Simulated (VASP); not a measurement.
A run of VASP 6.6.1:

INCAR

```
ALGO = Normal
EDIFF = 1E-7
EDIFFG = -0.01
ENCUT = 600
GGA = PS
IBRION = 2
ISIF = 3
ISMEAR = 1
LASPH = True
LCHARG = False
LREAL = False
LWAVE = False
NELM = 80
NSW = 80
PREC = Accurate
SIGMA = 0.15
```

File KPOINTS:

```
k-points
0
Gamma
  6 6 6
```

The input POSCAR:

```
Li3Ag
1.0
    4.5282410000      0.0000000000      0.0000000000
    2.2641205000      3.9215717405      0.0000000000
    2.2641205000      1.3071905802      3.6972932941
Li Ag
3 1
Direct
    0.2500000000      0.2500000000      0.2500000000
    0.7500000000      0.7500000000      0.7500000000
    0.5000000000      0.5000000000      0.5000000000
    0.0000000000      0.0000000000      0.0000000000
```

Potentials or basis: VASP PAW PBE potentials, release 64 (Li_sv, Ag).

Launch:

```sh
$ cat potpaw_PBE.64/Li_sv/POTCAR potpaw_PBE.64/Ag/POTCAR > POTCAR
$ mpirun -np 1 vasp_std > vasp.out
```

Hardware: 1 thread of Intel Xeon 8259CL, on a shared host.

**Question.** How long does it take, and how much memory?

**Answer.** Run time: 73 s on 1 thread of Intel Xeon 8259CL (shared host), peak memory 0.22 GiB. Counts: scf iterations 31, k points 16, ion steps 3.
